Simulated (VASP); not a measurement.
Set up this calculation in VASP 6.6.1, as the native input.

- Task: single point
- Functional: LDA
- Potentials or basis: VASP PAW LDA potentials, release 64 (Na_sv, H, F)
- Cutoff: 970 eV
- k mesh: 8 × 8 × 8
- Occupations: gaussian, width 0.01 eV
- Spin: no spin polarisation
- Dipole correction: no
- Mended: yes
- Further INCAR settings: ALGO = Normal; EDIFF = 1e-06; NBANDS = 20

The structure of NaHF2 lies in POSCAR:

```
NaHF2
1.0
    1.6739704163      0.9664689139      4.5194893859
   -1.6739704163      0.9664689139      4.5194893859
    0.0000000000     -1.9329328974      4.5194904402
Na H F
1 1 2
Direct
    0.0000000000      0.0000000000      0.0000000000
    0.5000000000      0.5000000000      0.5000000000
    0.4161649359      0.4161649359      0.4161649359
    0.5838350641      0.5838350641      0.5838350641
```

The input as run:

INCAR

```
SYSTEM = NaHF2
ALGO = Normal
EDIFF = 1E-6
ENCUT = 970
GGA_COMPAT = .FALSE.
ISIF = 2
ISMEAR = 0
LASPH = .TRUE.
LCHARG = .FALSE.
LREAL = .FALSE.
LWAVE = .FALSE.
NBANDS = 20
NELM = 120
PREC = Accurate
SIGMA = 0.01
```

KPOINTS

```
k-points
0
G
  8 8 8
  0 0 0
```

Potentials or basis: VASP PAW LDA potentials, release 64 (Na_sv, H, F).

Command:

```bash
$ cat potpaw_LDA.64/Na_sv/POTCAR potpaw_LDA.64/H/POTCAR potpaw_LDA.64/F/POTCAR > POTCAR
$ mpirun -np 1 vasp_std > vasp.out
```

It gave:

* Pressure: -0.1 GPa
* Largest force: 0.070 eV/Å
* Band gap on the k mesh: 6.87 eV (least direct gap 7.07 eV)

It took 3.7 min on 1 thread of Intel(R) Xeon(R) Platinum 8375C CPU @ 2.90GHz (Ice Lake) (shared host), peak memory 0.33 GiB.
